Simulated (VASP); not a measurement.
Write the native input for VASP 6.6.1 that does the following.

| Item | Value |
| --- | --- |
| Task | single point |
| Functional | PBE |
| Potentials or basis | VASP PAW PBE potentials, release 64 (Lu, Si, F) |
| Cutoff | 600 eV |
| k mesh | 6 × 6 × 6 |
| Occupations | gaussian, width 0.1 eV |
| Spin | no spin polarisation |
| Dipole correction | no |
| Further INCAR settings | ALGO = Normal; EDIFF = 1e-06; NBANDS = 42 |

The structure of Lu2SiF2 lies in POSCAR:

```
Lu2SiF2
1.0
   -2.0307575600      2.0307575600      4.9976257800
    2.0307575600     -2.0307575600      4.9976257800
    2.0307575600      2.0307575600     -4.9976257800
Lu Si F
2 1 2
Direct
    0.2500000000      0.7500000000      0.5000000000
    0.7500000000      0.2500000000      0.5000000000
    0.0000000000      0.0000000000      0.0000000000
    0.6487585900      0.6487585900      0.0000000000
    0.3512414100      0.3512414100      0.0000000000
```

The cell was built from a structure type or drawn by symmetry, and may not be a known phase.

These files were run (other wordings do the same):

INCAR

```
PREC = Accurate
ENCUT = 600
EDIFF = 1E-6
ISMEAR = 0
SIGMA = 0.1
LREAL = False
LASPH = True
NELM = 120
ALGO = Normal
ISIF = 2
LWAVE = False
LCHARG = True
GGA = PE
LELF = True
LVHAR = True
NBANDS = 42
GGA_COMPAT = False
```

KPOINTS

```
Automatic mesh
0
Gamma
  6 6 6
```

Potentials or basis: VASP PAW PBE potentials, release 64 (Lu, Si, F).

Command:

```sh
$ cat potpaw_PBE.64/Lu/POTCAR potpaw_PBE.64/Si/POTCAR potpaw_PBE.64/F/POTCAR > POTCAR
$ mpirun -np 1 vasp_std > vasp.out
```

Results of the run:

```yaml
Pressure: 9.7 GPa
Largest_force: 0.880 eV/Å
Band_gap_on_the_k_mesh: zero (bands 34 and 35 overlap by 1.06 eV)
```

Caveat: the cell stands under pressure; spin-orbit coupling is left out, which moves the levels of the heavy elements.

Wall time 6.5 min on 1 thread of Intel Xeon 8259CL, on a shared host, peak memory 0.41 GiB.
